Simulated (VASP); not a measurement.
# SnO2 (P-1) in VASP: further runs

Runs on SnO2. Level: PBE+D3(BJ). Tasks: single point.

All numbers are computed with VASP 6.6.1; they aren't measurements. Logs are shortened: lines on timing, memory, paths and dates and some standing lists are left out, and cuts for length are marked.

### 1 The cell of the first run

The typed cell holds 6 atoms: a = 3.237 Å, b = 4.681 Å, c = 5.607 Å, α = 113.53°, β = 90.00°, γ = 90.00°.

### 2 Single point, PBE+D3(BJ) (atoms displaced along several vibrational modes)

INCAR

```
SYSTEM = SnO2
PREC = Accurate ; ENCUT = 520
EDIFF = 1E-6 ; ISMEAR = 0
SIGMA = 0.05 ; LREAL = .FALSE.
LASPH = .TRUE. ; NELM = 60
ALGO = Normal ; ISIF = 2
LWAVE = .FALSE. ; LCHARG = .FALSE.
GGA = PE ; IVDW = 12
NBANDS = 35
```

KPOINTS

```
Automatic mesh
0
G
  8 6 6
  0 0 0
```

POSCAR

```
SnO2
1.0
    1.6186264610     -2.8035432689      0.0000000000
    1.6186264610      0.9345144230      4.2918257460
   -4.8558793830     -2.8035432689      0.0000000000
Sn O
2 4
Direct
    0.5168043713      0.4385267298     -0.0188144674
   -0.0168043713      0.5614732702      0.5188144674
    0.4920300375      0.7536670303      0.7751600430
    1.0079699625      0.7079330855      0.2120399956
    0.4920300375      0.2920669145      0.2879600044
    1.0079699625      0.2463329697      0.7248399570
```

Potentials or basis: VASP PAW PBE potentials, release 64 (Sn_d, O).

Launch:

```sh
$ cat potpaw_PBE.64/Sn_d/POTCAR potpaw_PBE.64/O/POTCAR > POTCAR
$ mpirun -np 1 vasp_std > vasp.out
```

OUTCAR:

```text
SYSTEM = SnO2
   PREC = Accurate
   ENCUT = 520
   EDIFF = 1E-6
   ISMEAR = 0
   LREAL = .FALSE.
   LASPH = .TRUE.
   NELM = 60
   ISIF = 2
   GGA = PE
   IVDW = 12
 IVDW          = 12

 ion  position               nearest neighbor table
   1  0.517  0.439  0.981-   6 2.09   5 2.09   4 2.12   6 2.13   4 2.16   3 2.21   2 3.21   2 3.24
                             2 3.32   2 3.35
   2  0.983  0.561  0.519-   3 2.09   4 2.09   5 2.12   3 2.13   5 2.16   6 2.21   1 3.21   1 3.24
                             1 3.32   1 3.35
   3  0.492  0.754  0.775-   2 2.09   2 2.13   1 2.21
   4  0.008  0.708  0.212-   2 2.09   1 2.12   1 2.16
   5  0.492  0.292  0.288-   1 2.09   2 2.12   2 2.16
   6  0.008  0.246  0.725-   1 2.09   1 2.13   2 2.21

  LATTYP: Found a simple monoclinic cell.
 ALAT       =     4.6811363002
 B/A-ratio  =     0.6915528014
 C/A-ratio  =     1.1978045881
 COS(beta)  =    -0.3992681960

  Lattice vectors:

 A1 = (   1.6186264610,   0.9345144230,   4.2918257460)
 A2 = (  -1.6186264610,   2.8035432689,   0.0000000000)
 A3 = (  -4.8558793830,  -2.8035432689,   0.0000000000)

Analysis of symmetry for initial positions (statically):
=====================================================================
 Subroutine PRICEL returns:
 Original cell was already a primitive cell.

 Routine SETGRP: Setting up the symmetry group for a
 simple monoclinic supercell.

 Subroutine GETGRP returns: Found  2 space group operations
 (whereof  1 operations were pure point group operations)
 out of a pool of  4 trial point group operations.

The static configuration has the point symmetry C_1 .
 The point group associated with its full space group is S_2 .

Analysis of symmetry for dynamics (positions and initial velocities):
=====================================================================
 Subroutine PRICEL returns:
 Original cell was already a primitive cell.

 Routine SETGRP: Setting up the symmetry group for a
 simple monoclinic supercell.

 Subroutine GETGRP returns: Found  2 space group operations
 (whereof  1 operations were pure point group operations)
 out of a pool of  4 trial point group operations.

The dynamic configuration has the point symmetry C_1 .
 The point group associated with its full space group is S_2 .

 Subroutine INISYM returns: Found  2 space group operations
 (whereof  1 operations are pure point group operations),
 and found     1 'primitive' translations

----------------------------------------------------------------------------------------

                                     Primitive cell

  volume of cell :      77.9033

  direct lattice vectors                    reciprocal lattice vectors
     1.618626461 -2.803543269  0.000000000     0.154451942 -0.267518611  0.000000000
     1.618626461  0.934514423  4.291825746     0.000000000  0.000000000  0.233001072
    -4.855879383 -2.803543269  0.000000000    -0.154451942 -0.089172870  0.077667024

  length of vectors
     3.237252922  4.681136300  5.607086538     0.308903884  0.233001072  0.194523443

  position of ions in fractional coordinates (direct lattice)
     0.516804371  0.438526730  0.981185533
     0.983195629  0.561473270  0.518814467
     0.492030038  0.753667030  0.775160043
     0.007969962  0.707933086  0.212039996
     0.492030038  0.292066914  0.287960004
     0.007969962  0.246332970  0.724839957

  ion indices of the primitive-cell ions
   primitive index   ion index
                 1           1
                 2           2
                 3           3
                 4           4
                 5           5
                 6           6

----------------------------------------------------------------------------------------

 KPOINTS: Automatic mesh

Automatic generation of k-mesh.
 Grid dimensions read from file:
 generate k-points for:    8    6    6

 Generating k-lattice:

  Cartesian coordinates                     Fractional coordinates (reciprocal lattice)
     0.019306493 -0.033439826  0.000000000     0.125000000  0.000000000 -0.000000000
     0.000000000  0.000000000  0.038833512     0.000000000  0.166666667  0.000000000
    -0.025741990 -0.014862145  0.012944504     0.000000000 -0.000000000  0.166666667

  Length of vectors
     0.038612985  0.038833512  0.032420574

  Shift w.r.t. Gamma in fractional coordinates (k-lattice)
     0.000000000  0.000000000  0.000000000

 Subroutine IBZKPT returns following result:
 ===========================================

 Found    148 irreducible k-points:

 Following reciprocal coordinates:
            Coordinates               Weight
  0.000000  0.000000  0.000000      1.000000
  0.125000 -0.000000  0.000000      2.000000
  0.250000 -0.000000  0.000000      2.000000
  0.375000 -0.000000  0.000000      2.000000
  0.500000 -0.000000  0.000000      1.000000
  0.000000  0.166667  0.000000      2.000000
[... 16 lines left out ...]
  0.125000  0.500000  0.000000      2.000000
[... 35 lines left out ...]
   ISMEAR =     0;   SIGMA  =   0.05  broadening in eV -4-tet -1-fermi 0-gaus
   EFERMI_NEDOS =   21; number of points for ismear=-14 and -15
   IALGO  =     38    algorithm
   IMIX   =      4    mixing-type and parameters
     AMIX     =   0.40;   BMIX     =  1.00
     AMIX_MAG =   1.60;   BMIX_MAG =  1.00
  volume/ion in A,a.u.               =      12.98        87.62
  Fermi-wavevector in a.u.,A,eV,Ry     =   1.430729  2.703685 27.850916  2.046985
  Thomas-Fermi vector in A             =   2.550542
   LORBIT       =      0    0 simple, 1 ext, 2 COOP (PROOUT), +10 PAW based schemes
   GGA     = PE    functional components
   LHFCALC =     F    Hartree Fock is set to
   AEXX    =    0.0000 exact exchange contribution
   IVDW    =    12    specifies the selected vdW correction
   LEPSILON=     F    determine dielectric tensor
   LRPA    =     F    only Hartree local field effects (RPA)
 non-spin polarized calculation
 Gauss-broadening in eV      SIGMA  =   0.05
  energy-cutoff  :      520.00
  volume of cell :       77.90
 maximum number of plane-waves:      2118
   NGX = 13   NGY = 17   NGZ = 21

 number of electron      52.0000010 magnetization

 Free energy of the ion-electron system (eV)
  ---------------------------------------------------
  ext. energy  EPLUGINS =         0.00000000
  ---------------------------------------------------
  free energy    TOTEN  =       -36.13512263 eV

  energy without entropy =      -36.13512263  energy(sigma->0) =      -36.13512263

 E-fermi :   5.2733     XC(G=0): -10.7687

 val. band max:        5.0654813994   @ k =  -0.0000   0.0000   0.5000
 cond. band min:       6.1315142525   @ k =   0.0000   0.0000   0.0000
 fundamental gap:      1.0660328531
 Fermi energy:         5.2732961534

 k-point     1 :       0.0000    0.0000    0.0000
  band No.  band energies     occupation
      1     -15.8439      2.00000
      2     -15.3686      2.00000
      3     -15.1821      2.00000
      4     -15.1537      2.00000
      5     -15.1198      2.00000
      6     -15.0941      2.00000
[... 27 lines left out ...]
     34      16.9798      0.00000
     35      17.3955      0.00000

 k-point     2 :       0.1250   -0.0000    0.0000
  band No.  band energies     occupation
      1     -15.7873      2.00000
      2     -15.3266      2.00000
      3     -15.2739      2.00000
      4     -15.1993      2.00000
      5     -15.1479      2.00000
      6     -15.1026      2.00000
[... 27 lines left out ...]
     34      16.4445      0.00000
     35      17.1209      0.00000

 k-point     3 :       0.2500   -0.0000    0.0000
  band No.  band energies     occupation
      1     -15.6449      2.00000
      2     -15.4822      2.00000
      3     -15.4371      2.00000
      4     -15.2511      2.00000
      5     -15.1092      2.00000
      6     -15.0693      2.00000
[... 27 lines left out ...]
     34      15.8960      0.00000
     35      16.9561      0.00000
[... 723 lines left out ...]
 k-point    23 :       0.1250    0.5000    0.0000
  band No.  band energies     occupation
      1     -15.7883      2.00000
      2     -15.3444      2.00000
      3     -15.2705      2.00000
      4     -15.2022      2.00000
      5     -15.1473      2.00000
      6     -15.1072      2.00000
[... 27 lines left out ...]
     34      16.6056      0.00000
     35      18.1570      0.00000

 k-point    24 :       0.2500    0.5000    0.0000
  band No.  band energies     occupation
      1     -15.6433      2.00000
      2     -15.4850      2.00000
      3     -15.4315      2.00000
      4     -15.2717      2.00000
      5     -15.1080      2.00000
      6     -15.0667      2.00000
[... 27 lines left out ...]
     34      16.4523      0.00000
     35      17.5345      0.00000

 [... further k-points ...]

------------------------ aborting loop because EDIFF is reached ----------------------------------------

 Edisp (eV)   -1.20611

 E8    (eV) :    -0.4793

  FORCE on cell =-STRESS in cart. coord.  units (eV):
  Direction    XX          YY          ZZ          XY          YZ          ZX
  --------------------------------------------------------------------------------------
  -------------------------------------------------------------------------------------
  Total      -0.68919    -0.64023    -1.86395    -0.21504    -0.12317    -0.17319
  in kB     -14.17400   -13.16720   -38.33438    -4.42264    -2.53323    -3.56184
  external pressure =      -21.89 kB  Pullay stress =        0.00 kB

 VOLUME and BASIS-vectors are now :
 -----------------------------------------------------------------------------
  energy-cutoff  :      520.00
  volume of cell :       77.90
      direct lattice vectors                 reciprocal lattice vectors
     1.618626461 -2.803543269  0.000000000     0.154451942 -0.267518611  0.000000000
     1.618626461  0.934514423  4.291825746     0.000000000  0.000000000  0.233001072
    -4.855879383 -2.803543269  0.000000000    -0.154451942 -0.089172870  0.077667024

 POSITION                                       TOTAL-FORCE (eV/Angst)
 -----------------------------------------------------------------------------------
     -3.21819     -3.78987      1.88208        -0.445193      0.424862      0.548824
     -0.01906     -3.68625      2.40975         0.445193     -0.424862     -0.548824
     -1.74777     -2.84831      3.23461         0.141729      0.070446     -0.033535
      0.12914      0.04477      3.03833        -0.088220      0.038046     -0.103969
     -0.12914     -1.91380      1.25350         0.088220     -0.038046      0.103969
     -3.10811     -1.82426      1.05722        -0.141729     -0.070446      0.033535
 -----------------------------------------------------------------------------------
    total drift:                                0.000000      0.000000      0.000000

  FREE ENERGIE OF THE ION-ELECTRON SYSTEM (eV)
  ---------------------------------------------------
  free  energy   TOTEN  =       -37.3412295444 eV

  energy  without entropy=      -37.3412295444  energy(sigma->0) =      -37.34122954
```

Run time: 2.7 min. Hardware: 1 thread of Intel Xeon 6975P-C (Granite Rapids), shared host; peak memory 0.42 GiB.

What came out:

* Free energy: -37.3412 eV
* Pressure: -2.2 GPa
* Largest force: 0.825 eV/Å
* Band gap on the k mesh: 1.07 eV (least direct gap 1.14 eV)
* Dispersion energy per atom: -0.201 eV

Forces on the atoms (eV/Å):
```
Sn  -0.445  0.425  0.549
Sn   0.445 -0.425 -0.549
O    0.142  0.070 -0.034
O   -0.088  0.038 -0.104
O    0.088 -0.038  0.104
O   -0.142 -0.070  0.034
```

Levels at points of the mesh, in eV from the valence-band top:
```
           k point  band 24  band 25  band 26  band 27  band 28  band 29
(0.00, 0.00, 0.00)    -0.71    -0.45    -0.08     1.07     4.03     5.55
(0.50, 0.00, 0.00)    -1.17    -0.31    -0.27     4.83     4.96     8.11
(0.00, 0.50, 0.00)    -1.16    -1.03    -0.87     3.19     4.46     5.92
(0.50, 0.50, 0.00)    -0.94    -0.40    -0.33     5.09     5.16     7.90
(0.00, 0.00, 0.50)    -0.68    -0.54     0.00     3.33     3.77     6.43
(0.50, 0.00, 0.50)    -1.17    -1.05    -0.98     4.67     4.68     7.51
(0.00, 0.50, 0.50)    -0.79    -0.67    -0.61     3.83     4.28     7.04
(0.50, 0.50, 0.50)    -0.71    -0.25    -0.23     4.31     4.39     6.24
```

Caveat: the cell differs from its parent crystal (atoms displaced along several vibrational modes); spin-orbit coupling is left out, which moves the levels of the heavy elements. A k mesh can miss the band edges.

### 3 Single point, PBE+D3(BJ) (atoms displaced along several vibrational modes)

INCAR

```
SYSTEM = SnO2
PREC = Accurate
ENCUT = 520
EDIFF = 1E-6
ISMEAR = 0
SIGMA = 0.05
LREAL = .FALSE.
LASPH = .TRUE.
NELM = 80
ALGO = Normal
ISIF = 2
LWAVE = .FALSE.
LCHARG = .TRUE.
GGA = PE
IVDW = 12
LELF = .TRUE.
LVHAR = .TRUE.
NBANDS = 35
```

KPOINTS

```
regular mesh
0
G
  8 6 6
  0 0 0
```

POSCAR

```
SnO2
1.0
    1.6186264610     -2.8035432689      0.0000000000
    1.6186264610      0.9345144230      4.2918257460
   -4.8558793830     -2.8035432689      0.0000000000
Sn O
2 4
Direct
    0.5084021856      0.4180356397     -0.0250859565
   -0.0084021856      0.5819643603      0.5250859565
    0.4960150187      0.7612893544      0.7856800509
    1.0039849813      0.7003107614      0.2015199877
    0.4960150187      0.2996892386      0.2984800123
    1.0039849813      0.2387106456      0.7143199491
```

Potentials or basis: VASP PAW PBE potentials, release 64 (Sn_d, O).

Launch:

```sh
$ cat potpaw_PBE.64/Sn_d/POTCAR potpaw_PBE.64/O/POTCAR > POTCAR
$ mpirun -np 1 vasp_std > vasp.out
```

It took 2.5 min on 1 thread of Intel Xeon 6975P-C (Granite Rapids), shared host; peak memory 0.42 GiB.

Results (log left out):

| Item | Value |
| --- | --- |
| Free energy | -37.2350 eV |
| Pressure | -4.2 GPa |
| Largest force | 0.882 eV/Å |
| Band gap on the k mesh | 0.81 eV (least direct gap 0.93 eV) |
| Dispersion energy per atom | -0.201 eV |

Forces on the atoms (eV/Å):
```
Sn  -0.464  0.058  0.748
Sn   0.464 -0.058 -0.748
O    0.293  0.164 -0.042
O   -0.113 -0.010 -0.264
O    0.113  0.010  0.264
O   -0.293 -0.164  0.042
```

Stress tensor (GPa, compression positive):
```
-3.26 -0.74 -0.28
-0.74 -2.62 -0.15
-0.28 -0.15 -6.83
```

Levels at points of the mesh, in eV from the valence-band top:
| k point | band 23 | band 24 | band 25 | band 26 | band 27 | band 28 | band 29 | band 30 |
| --- | --- | --- | --- | --- | --- | --- | --- | --- |
| (0.00, 0.00, 0.00) | -1.06 | -0.74 | -0.69 | -0.12 | 0.81 | 3.68 | 5.56 | 6.86 |
| (0.50, 0.00, 0.00) | -1.23 | -1.17 | -0.35 | -0.32 | 4.50 | 4.56 | 7.74 | 7.75 |
| (0.00, 0.50, 0.00) | -1.21 | -1.18 | -0.99 | -0.81 | 3.06 | 4.11 | 5.92 | 7.64 |
| (0.50, 0.50, 0.00) | -1.17 | -1.16 | -0.37 | -0.34 | 4.89 | 4.92 | 7.57 | 7.63 |
| (0.00, 0.00, 0.50) | -1.29 | -0.75 | -0.64 | 0.00 | 3.04 | 3.54 | 6.44 | 6.98 |
| (0.50, 0.00, 0.50) | -1.25 | -1.25 | -1.02 | -0.97 | 4.33 | 4.34 | 7.34 | 7.41 |
| (0.00, 0.50, 0.50) | -1.39 | -0.73 | -0.67 | -0.62 | 3.56 | 4.13 | 6.71 | 7.00 |
| (0.50, 0.50, 0.50) | -0.75 | -0.75 | -0.34 | -0.32 | 4.10 | 4.15 | 6.00 | 6.04 |

Caveat: the cell differs from its parent crystal (atoms displaced along several vibrational modes); the cell stands under tension; spin-orbit coupling is left out, which moves the levels of the heavy elements. A k mesh can miss the band edges.

### 4 Single point, PBE+D3(BJ) (atoms displaced along several vibrational modes)

INCAR

```
SYSTEM = SnO2
PREC     = Accurate       ! precision mode
ENCUT    = 520            ! plane-wave cutoff, eV
EDIFF    = 1E-6           ! SCF threshold, eV
ISMEAR   = 0              ! smearing method
SIGMA    = 0.05           ! smearing width, eV
LREAL    = .False.        ! projectors in reciprocal space
LASPH    = .True.         ! aspherical terms in the spheres
NELM     = 60             ! most SCF steps
ALGO     = Normal         ! electronic algorithm
ISIF     = 2              ! what is computed and relaxed
LWAVE    = .False.        ! write WAVECAR
LCHARG   = .False.        ! write CHGCAR
GGA      = PE             ! functional
IVDW     = 12             ! dispersion correction
NBANDS   = 35             ! bands
```

KPOINTS

```
regular mesh
0
Gamma
  8 6 6
  0 0 0
```

POSCAR

```
SnO2
1.0
    1.6186264610     -2.8035432689      0.0000000000
    1.6186264610      0.9345144230      4.2918257460
   -4.8558793830     -2.8035432689      0.0000000000
Sn O
2 4
Direct
    0.5084021856      0.4590178198     -0.0125429783
   -0.0084021856      0.5409821802      0.5125429783
    0.4960150187      0.7460447061      0.7646400351
    1.0039849813      0.7155554097      0.2225600035
    0.4960150187      0.2844445903      0.2774399965
    1.0039849813      0.2539552939      0.7353599649
```

Launch:

```sh
$ cat potpaw_PBE.64/Sn_d/POTCAR potpaw_PBE.64/O/POTCAR > POTCAR
$ mpirun -np 1 vasp_std > vasp.out
```

Run time: 3.5 min. Hardware: 1 thread of AMD EPYC 9R45 (Zen 5), shared host; peak memory 0.39 GiB.

Results (log left out):

* Free energy: -37.4577 eV
* Pressure: -0.7 GPa
* Largest force: 0.479 eV/Å
* Band gap on the k mesh: 1.32 eV (least direct gap 1.35 eV)
* Dispersion energy per atom: -0.201 eV

Forces on the atoms (eV/Å):
```
Sn  -0.195  0.241  0.365
Sn   0.195 -0.241 -0.365
O    0.060  0.027 -0.006
O   -0.028  0.018 -0.007
O    0.028 -0.018  0.007
O   -0.060 -0.027  0.006
```

Stress tensor (GPa, compression positive):
```
-0.22 -0.21 -0.19
-0.21 -0.14 -0.14
-0.19 -0.14 -1.67
```

Levels at points of the mesh, in eV from the valence-band top:
| k point | band 22 | band 23 | band 24 | band 25 | band 26 | band 27 | band 28 | band 29 | band 30 | band 31 |
| --- | --- | --- | --- | --- | --- | --- | --- | --- | --- | --- |
| (0.00, 0.00, 0.00) | -1.29 | -1.09 | -0.64 | -0.25 | -0.03 | 1.32 | 4.38 | 5.53 | 6.74 | 10.00 |
| (0.50, 0.00, 0.00) | -2.63 | -1.29 | -1.21 | -0.24 | -0.22 | 5.20 | 5.27 | 8.45 | 8.49 | 9.21 |
| (0.00, 0.50, 0.00) | -1.80 | -1.14 | -1.12 | -1.01 | -0.95 | 3.34 | 4.83 | 5.90 | 7.78 | 9.51 |
| (0.50, 0.50, 0.00) | -2.21 | -0.77 | -0.74 | -0.38 | -0.35 | 5.33 | 5.37 | 8.28 | 8.32 | 9.19 |
| (0.00, 0.00, 0.50) | -1.78 | -1.00 | -0.69 | -0.34 | 0.00 | 3.65 | 3.99 | 6.47 | 6.83 | 8.76 |
| (0.50, 0.00, 0.50) | -2.07 | -1.12 | -1.09 | -1.01 | -0.99 | 5.00 | 5.00 | 7.70 | 7.73 | 9.76 |
| (0.00, 0.50, 0.50) | -1.85 | -1.12 | -0.79 | -0.66 | -0.58 | 4.12 | 4.43 | 7.25 | 7.26 | 8.73 |
| (0.50, 0.50, 0.50) | -1.20 | -0.64 | -0.64 | -0.15 | -0.14 | 4.56 | 4.59 | 6.50 | 6.52 | 10.43 |

Caveat: the cell differs from its parent crystal (atoms displaced along several vibrational modes); spin-orbit coupling is left out, which moves the levels of the heavy elements.

### 5 The runs side by side

```csv
cell,gap on the mesh (eV),pressure (GPa),largest force (eV/Å)
"as given, atomic positions A",1.07,-2.2,0.82
"as given, atomic positions B",0.81,-4.2,0.88
"as given, atomic positions C",1.32,-0.7,0.48
```

Alike in all rows: task single point; level PBE+D3(BJ); potentials or basis VASP PAW PBE potentials, release 64 (Sn_d, O); no spin polarisation; k mesh 8 × 6 × 6; cutoff (eV) 520; smearing gaussian 0.05 eV.

Caveats: spin-orbit coupling is left out, which moves the levels of the heavy elements; the cell stands under tension (at least some runs).

Absolute energies hang on the potentials; compare differences alone.
